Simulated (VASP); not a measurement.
# W (Im-3m) in VASP: a series of runs

W is run at these levels: PBE; tasks: relaxation of cell and atoms.

All numbers are computed with VASP 6.6.1; they aren't measurements. Logs are shortened: lines on timing, memory, paths and dates and some standing lists are left out, and cuts for length are marked.

**1. The cell of the first run**

The structure is cubic, space group Im-3m (No. 229). Conventional cell: a = 3.160 Å, b = 3.160 Å, c = 3.160 Å, α = 90.00°, β = 90.00°, γ = 90.00°. W (site symmetry m-3m) has 14 W at 2.74 to 3.16 Å within 3.6 Å.

**2. Relaxation of cell and atoms, PBE**

The input, INCAR:

```
SYSTEM = W
  PREC = Accurate
  ENCUT = 600
  EDIFF = 1E-7
  ISMEAR = -1
  SIGMA = 0.1
  LREAL = .False.
  LASPH = .True.
  NELM = 100
  ALGO = Normal
  ISIF = 3
  LWAVE = .False.
  LCHARG = .False.
  GGA = PE
  IBRION = 2
  NSW = 60
  EDIFFG = -0.01
```

The input, KPOINTS:

```
regular mesh
0
Gamma
  13 13 13
  0 0 0
```

The input, POSCAR:

```
W
1.0
    3.1600000000      0.0000000000      0.0000000000
    0.0000000000      3.1600000000      0.0000000000
    0.0000000000      0.0000000000      3.1600000000
W
2
Direct
    0.0000000000      0.0000000000      0.0000000000
    0.5000000000      0.5000000000      0.5000000000
```

Potentials or basis: VASP PAW PBE potentials, release 64 (W_sv).

Run with:

```sh
$ cat potpaw_PBE.64/W_sv/POTCAR > POTCAR
$ mpirun -np 1 vasp_std > vasp.out
```

OUTCAR:

```text
SYSTEM = W
   PREC = Accurate
   ENCUT = 600
   EDIFF = 1E-7
   ISMEAR = -1
   LREAL = .False.
   LASPH = .True.
   NELM = 100
   ISIF = 3
   GGA = PE
   IBRION = 2
   NSW = 60
   EDIFFG = -0.01

 ion  position               nearest neighbor table
   1  0.000  0.000  0.000-   2 2.74   2 2.74   2 2.74   2 2.74   2 2.74   2 2.74   2 2.74   2 2.74

   2  0.500  0.500  0.500-   1 2.74   1 2.74   1 2.74   1 2.74   1 2.74   1 2.74   1 2.74   1 2.74

  LATTYP: Found a simple cubic cell.
 ALAT       =     3.1600000000

  Lattice vectors:

 A1 = (   3.1600000000,   0.0000000000,   0.0000000000)
 A2 = (   0.0000000000,   3.1600000000,   0.0000000000)
 A3 = (   0.0000000000,   0.0000000000,   3.1600000000)

Analysis of symmetry for initial positions (statically):
=====================================================================
 Subroutine PRICEL returns following result:

  LATTYP: Found a body centered cubic cell.
 ALAT       =     3.1600000000

  Lattice vectors:

 A1 = (   1.5800000000,   1.5800000000,  -1.5800000000)
 A2 = (  -1.5800000000,   1.5800000000,   1.5800000000)
 A3 = (   1.5800000000,  -1.5800000000,   1.5800000000)

   2 primitive cells build up your supercell.

 Routine SETGRP: Setting up the symmetry group for a
 simple cubic supercell.

 Subroutine GETGRP returns: Found 48 space group operations
 (whereof 48 operations were pure point group operations)
 out of a pool of 48 trial point group operations.

The static configuration has the point symmetry O_h .

Analysis of symmetry for dynamics (positions and initial velocities):
=====================================================================
 Subroutine PRICEL returns following result:

  LATTYP: Found a body centered cubic cell.
 ALAT       =     3.1600000000

  Lattice vectors:

 A1 = (   1.5800000000,   1.5800000000,  -1.5800000000)
 A2 = (  -1.5800000000,   1.5800000000,   1.5800000000)
 A3 = (   1.5800000000,  -1.5800000000,   1.5800000000)

   2 primitive cells build up your supercell.

 Routine SETGRP: Setting up the symmetry group for a
 simple cubic supercell.

 Subroutine GETGRP returns: Found 48 space group operations
 (whereof 48 operations were pure point group operations)
 out of a pool of 48 trial point group operations.

The dynamic configuration has the point symmetry O_h .

[... 95 lines left out ...]
   NELM   =    100;   NELMIN=  2; NELMDL= -5     # of ELM steps
   EDIFF  = 0.1E-06   stopping-criterion for ELM
   LREAL  =      F    real-space projection
   EDIFFG = -.1E-01   stopping-criterion for IOM
   NSW    =     60    number of steps for IOM
   IBRION =      2    ionic relax: 0-MD 1-quasi-New 2-CG
   NFREE  =      1    steps in history (QN), initial steepest desc. (CG)
   ISIF   =      3    stress and relaxation
   ISYM   =      2    0-nonsym 1-usesym 2-fastsym
   POTIM  = 0.5000    time-step for ionic-motion
   TEBEG  =    0.0;   TEEND  =   0.0 temperature during run
   PSTRESS=    0.0 pullay stress
   NELECT =      28.0000    total number of electrons
   NUPDOWN=      -1.0000    fix difference up-down
   EMIN   =  10.00;   EMAX   =-10.00  energy-range for DOS
   EFERMI =   0.00;   METHOD = LEGACY
   ISMEAR =    -1;   SIGMA  =   0.10  broadening in eV -4-tet -1-fermi 0-gaus
   EFERMI_NEDOS =   21; number of points for ismear=-14 and -15
   IALGO  =     38    algorithm
   IMIX   =      4    mixing-type and parameters
     AMIX     =   0.40;   BMIX     =  1.00
     AMIX_MAG =   1.60;   BMIX_MAG =  1.00
  volume/ion in A,a.u.               =      15.78       106.47
  Fermi-wavevector in a.u.,A,eV,Ry     =   1.573163  2.972847 33.672273  2.474842
  Thomas-Fermi vector in A             =   2.674489
   LORBIT       =      0    0 simple, 1 ext, 2 COOP (PROOUT), +10 PAW based schemes
   GGA     = PE    functional components
   LHFCALC =     F    Hartree Fock is set to
   AEXX    =    0.0000 exact exchange contribution
   IVDW    =     0    specifies the selected vdW correction
   LEPSILON=     F    determine dielectric tensor
   LRPA    =     F    only Hartree local field effects (RPA)
 conjugate gradient relaxation of ions
 non-spin polarized calculation
  energy-cutoff  :      600.00
  volume of cell :       31.55
 maximum number of plane-waves:      1069
 NGX is ok and might be reduce to    28
   NGX = 13   NGY = 13   NGZ = 13

--------------------------------------- Ionic step        1  -------------------------------------------

 number of electron      27.9999998 magnetization

 Free energy of the ion-electron system (eV)
  ---------------------------------------------------
  ext. energy  EPLUGINS =         0.00000000
  ---------------------------------------------------
  free energy    TOTEN  =       -25.90935076 eV

  energy without entropy =      -25.88258518  energy(sigma->0) =      -25.89596797

------------------------ aborting loop because EDIFF is reached ----------------------------------------

  FORCE on cell =-STRESS in cart. coord.  units (eV):
  Direction    XX          YY          ZZ          XY          YZ          ZX
  --------------------------------------------------------------------------------------
  -------------------------------------------------------------------------------------
  Total        1.5176266      1.5176266      1.5176266      0.0000000      0.0000000      0.0000000
  in kB       77.0573846     77.0573846     77.0573846      0.0000000      0.0000000      0.0000000
  external PRESSURE =      77.0573846 kB  Pullay stress =       0.0000000 kB
[... 23 lines left out ...]
--------------------------------------- Ionic step        2  -------------------------------------------

 number of electron      28.0000005 magnetization

 E-fermi :   9.9871     XC(G=0): -13.0656

 val. band max:        9.9845329881   @ k =   0.4615   0.4615   0.0769
 cond. band min:      10.0229903247   @ k =   0.4615   0.0769   0.0769
 fundamental gap:      0.0384573366
 Fermi energy:         9.9871100472

 k-point     1 :       0.0000    0.0000    0.0000
  band No.  band energies     occupation
      1     -64.3244      2.00000
      2     -64.1763      2.00000
      3     -28.6605      2.00000
      4     -28.6605      2.00000
      5     -28.6605      2.00000
      6     -28.0131      2.00000
[... 566 lines left out ...]
--------------------------------------- Ionic step        4  -------------------------------------------

 number of electron      27.9999997 magnetization

 Free energy of the ion-electron system (eV)
  ---------------------------------------------------
  ext. energy  EPLUGINS =         0.00000000
  ---------------------------------------------------
  free energy    TOTEN  =       -25.92731713 eV

  energy without entropy =      -25.89958867  energy(sigma->0) =      -25.91345290

 E-fermi :  11.1608     XC(G=0): -13.5315

 val. band max:       11.0846335989   @ k =   0.3077   0.0769   0.0769
 cond. band min:      11.1768757527   @ k =   0.4615   0.0769   0.0769
 fundamental gap:      0.0922421537
 Fermi energy:        11.1608132585

 k-point     1 :       0.0000    0.0000    0.0000
  band No.  band energies     occupation
      1     -63.0409      2.00000
      2     -62.8258      2.00000
      3     -27.4791      2.00000
      4     -27.4791      2.00000
      5     -27.4791      2.00000
      6     -26.6306      2.00000
[... 524 lines left out ...]
  FREE ENERGIE OF THE ION-ELECTRON SYSTEM (eV)
  ---------------------------------------------------
  free  energy   TOTEN  =       -25.9273171276 eV

  energy  without entropy=      -25.8995886691  energy(sigma->0) =      -25.91345290

 reached required accuracy - stopping structural energy minimisation
```

OSZICAR:

```text
N       E                     dE             d eps       ncg     rms          rms(c)
DAV:   1     0.280325519432E+03    0.28033E+03   -0.17857E+04  3024   0.200E+03
DAV:   2    -0.174374489758E+02   -0.29776E+03   -0.29337E+03  3232   0.535E+02
[... 37 lines left out ...]
DAV:   1    -0.259275006599E+02   -0.20870E-03   -0.50579E-03  3090   0.917E-01    0.174E-01
DAV:   2    -0.259273440714E+02    0.15659E-03   -0.31414E-04  3082   0.190E-01    0.431E-02
DAV:   3    -0.259273149417E+02    0.29130E-04   -0.11162E-04  3368   0.105E-01    0.324E-02
DAV:   4    -0.259273178033E+02   -0.28617E-05   -0.30690E-06  3098   0.194E-02    0.118E-02
DAV:   5    -0.259273171916E+02    0.61176E-06   -0.22162E-06  3464   0.158E-02    0.181E-04
DAV:   6    -0.259273171276E+02    0.64000E-07   -0.33356E-08  1550   0.210E-03
   4 F= -.25927317E+02 E0= -.25913453E+02  d E =-.179664E-01
```

It took 5.1 min on 1 thread of AMD EPYC 7R13, shared host; peak memory 0.17 GiB.

Results:

| Quantity | Value |
| --- | --- |
| Free energy | -25.9273 eV |
| Relaxed volume | 16.16 Å³/atom |
| Relaxed cell | a = 3.185 Å, b = 3.185 Å, c = 3.185 Å, α = 90.00°, β = 90.00°, γ = 90.00° |
| Space group after relaxing (to 0.1 Å) | Im-3m (No. 229) |
| Energy gained by relaxing | 9.0 meV/atom |
| Ionic steps | 4 |
| Pressure after relaxing | 0.0 GPa |
| Band gap on the k mesh | zero (bands 14 and 15 overlap by 0.82 eV) |

The path:
```csv
step,energy change (eV),largest force (eV/Å),pressure (GPa),volume (Å³)
1,0.0000,0.0000,7.71,31.55
2,0.1855,0.0000,-21.38,35.15
3,-0.0179,0.0000,-0.27,32.35
4,-0.0180,0.0000,-0.01,32.32
```

Final structure:
```
W
1.0
     3.18537    0.00000    0.00000
     0.00000    3.18537    0.00000
     0.00000    0.00000    3.18537
W
2
Direct
  0.00000 0.00000 0.00000
  0.50000 0.50000 0.50000
```

Caveat: spin-orbit coupling is left out, which moves the levels of the heavy elements.

**3. Relaxation of cell and atoms, PBE**

This run uses another cell than the first one, of 16.13 Å³/atom.

The input, INCAR:

```
PREC = Accurate
ENCUT = 600
EDIFF = 1E-7
ISMEAR = -1
SIGMA = 0.1
LREAL = F
LASPH = T
NELM = 60
ALGO = Normal
ISIF = 3
LWAVE = F
LCHARG = F
GGA = PE
IBRION = 2
NSW = 60
EDIFFG = -0.01
```

The input, KPOINTS:

```
Automatic mesh
0
Gamma
  13 13 13
```

The input, POSCAR:

```
W
1.0
    3.1834481830      0.0000000000      0.0000000000
    0.0000000000      3.1834481830      0.0000000000
    0.0000000000      0.0000000000      3.1834481830
W
2
Direct
    0.0000000000      0.0000000000      0.0000000000
    0.5000000000      0.5000000000      0.5000000000
```

Potentials or basis: VASP PAW PBE potentials, release 64 (W_sv).

Run with:

```sh
$ cat potpaw_PBE.64/W_sv/POTCAR > POTCAR
$ mpirun -np 1 vasp_std > vasp.out
```

OUTCAR:

```text
PREC = Accurate
   ENCUT = 600
   EDIFF = 1E-7
   ISMEAR = -1
   LREAL = F
   LASPH = T
   NELM = 60
   ISIF = 3
   GGA = PE
   IBRION = 2
   NSW = 60
   EDIFFG = -0.01

 ion  position               nearest neighbor table
   1  0.000  0.000  0.000-   2 2.76   2 2.76   2 2.76   2 2.76   2 2.76   2 2.76   2 2.76   2 2.76

   2  0.500  0.500  0.500-   1 2.76   1 2.76   1 2.76   1 2.76   1 2.76   1 2.76   1 2.76   1 2.76

  LATTYP: Found a simple cubic cell.
 ALAT       =     3.1834481830

  Lattice vectors:

 A1 = (   3.1834481830,   0.0000000000,   0.0000000000)
 A2 = (   0.0000000000,   3.1834481830,   0.0000000000)
 A3 = (   0.0000000000,   0.0000000000,   3.1834481830)

Analysis of symmetry for initial positions (statically):
=====================================================================
 Subroutine PRICEL returns following result:

  LATTYP: Found a body centered cubic cell.
 ALAT       =     3.1834481830

  Lattice vectors:

 A1 = (   1.5917240915,   1.5917240915,  -1.5917240915)
 A2 = (  -1.5917240915,   1.5917240915,   1.5917240915)
 A3 = (   1.5917240915,  -1.5917240915,   1.5917240915)

   2 primitive cells build up your supercell.
[... 186 lines left out ...]
  -------------------------------------------------------------------------------------
  Total        0.1109835      0.1109835      0.1109835     -0.0000000      0.0000000     -0.0000000
  in kB        5.5115738      5.5115738      5.5115738     -0.0000000      0.0000000     -0.0000000
  external PRESSURE =       5.5115738 kB  Pullay stress =       0.0000000 kB
[... 59 lines left out ...]
--------------------------------------- Ionic step        3  -------------------------------------------

 number of electron      27.9999997 magnetization

 Free energy of the ion-electron system (eV)
  ---------------------------------------------------
  ext. energy  EPLUGINS =         0.00000000
  ---------------------------------------------------
  free energy    TOTEN  =       -25.92748310 eV

  energy without entropy =      -25.89975613  energy(sigma->0) =      -25.91361961

 E-fermi :  11.1613     XC(G=0): -13.5317

 val. band max:       11.0851350975   @ k =   0.3077   0.0769   0.0769
 cond. band min:      11.1773671395   @ k =   0.4615   0.0769   0.0769
 fundamental gap:      0.0922320420
 Fermi energy:        11.1613156979

 k-point     1 :       0.0000    0.0000    0.0000
  band No.  band energies     occupation
      1     -63.0403      2.00000
      2     -62.8252      2.00000
      3     -27.4786      2.00000
      4     -27.4786      2.00000
      5     -27.4786      2.00000
      6     -26.6300      2.00000
[... 481 lines left out ...]
      5     -27.1203      2.00000
      6     -26.9485      2.00000
[... 10 lines left out ...]
     17      14.0192      0.00000
     18      14.7548      0.00000

 [... further k-points ...]

------------------------ aborting loop because EDIFF is reached ----------------------------------------

  FORCE on cell =-STRESS in cart. coord.  units (eV):
  Direction    XX          YY          ZZ          XY          YZ          ZX
  --------------------------------------------------------------------------------------
  -------------------------------------------------------------------------------------
  Total        0.0018733      0.0018733      0.0018733      0.0000000      0.0000000      0.0000000
  in kB        0.0928641      0.0928641      0.0928641      0.0000000      0.0000000      0.0000000
  external PRESSURE =       0.0928641 kB  Pullay stress =       0.0000000 kB
[... 17 lines left out ...]
  FREE ENERGIE OF THE ION-ELECTRON SYSTEM (eV)
  ---------------------------------------------------
  free  energy   TOTEN  =       -25.9274830983 eV

  energy  without entropy=      -25.8997561309  energy(sigma->0) =      -25.91361961

 reached required accuracy - stopping structural energy minimisation
```

It took 4.1 min on 1 thread of AMD EPYC 7R13, shared host; peak memory 0.17 GiB.

What came out:

```yaml
Free_energy: -25.9275 eV
Relaxed_volume: 16.16 Å³/atom
Relaxed_cell: a = 3.185 Å, b = 3.185 Å, c = 3.185 Å, α = 90.00°, β = 90.00°, γ = 90.00°
Space_group_after_relaxing_to_0.1_Å: Im-3m (No. 229)
Energy_gained_by_relaxing: 0.0 meV/atom
Ionic_steps: 3
Pressure_after_relaxing: 0.0 GPa
Band_gap_on_the_k_mesh: zero (bands 14 and 15 overlap by 0.82 eV)
```

Final structure:
```
CELL_PARAMETERS angstrom
3.18533 0.00000 0.00000
0.00000 3.18533 0.00000
0.00000 0.00000 3.18533
ATOMIC_POSITIONS crystal
W 0.00000 0.00000 0.00000
W 0.50000 0.50000 0.50000
```

Levels at points of the mesh, in eV from the Fermi level:
```
           k point  band 11  band 12  band 13  band 14  band 15  band 16  band 17  band 18
(0.00, 0.00, 0.00)    -5.68    -1.19    -1.19    -1.19     2.22     2.22     5.03     5.03
```

Caveat: spin-orbit coupling is left out, which moves the levels of the heavy elements.

The gap in the log of VASP goes by the Fermi energy; the results here count the filled bands.